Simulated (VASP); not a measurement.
Write the native input for VASP 6.6.1 that does the following.

| Item | Value |
| --- | --- |
| Task | single point |
| Functional | PBE |
| Potentials or basis | VASP PAW PBE potentials, release 64 (Ti_sv, Al) |
| Cutoff | 520 eV |
| k mesh | 18 × 18 × 10 |
| Occupations | gaussian, width 0.15 eV |
| Spin | no spin polarisation |
| Dipole correction | no |
| Further INCAR settings | ALGO = Normal; EDIFF = 1e-07; NBANDS = 14 |

The structure of TiAl lies in POSCAR:

```
TiAl
1.0
    2.8450000000      0.0000000000      0.0000000000
   -1.4225000000      2.4638422738      0.0000000000
    0.0000000000      0.0000000000      4.7879000000
Ti Al
1 1
Direct
    0.0000000000      0.0000000000      0.0000000000
    0.3333333333      0.6666666667      0.5000000000
```

The input as run:

INCAR

```
SYSTEM = TiAl
ALGO = Normal
EDIFF = 1E-7
ENCUT = 520
GGA = PE
ISIF = 2
ISMEAR = 0
LASPH = .TRUE.
LCHARG = .FALSE.
LREAL = .FALSE.
LWAVE = .FALSE.
NBANDS = 14
NELM = 80
PREC = Accurate
SIGMA = 0.15
```

KPOINTS

```
k-points
0
G
  18 18 10
  0 0 0
```

Potentials or basis: VASP PAW PBE potentials, release 64 (Ti_sv, Al).

Launch:

```sh
$ cat potpaw_PBE.64/Ti_sv/POTCAR potpaw_PBE.64/Al/POTCAR > POTCAR
$ mpirun -np 1 vasp_std > vasp.out
```

Results of the run:

```json
{
 "Pressure": "-0.9 GPa"
}
```

Wall time 61 s on 1 thread of Intel(R) Xeon(R) Platinum 8259CL CPU @ 2.50GHz (Skylake/Cascade Lake) (shared host), peak memory 0.23 GiB.
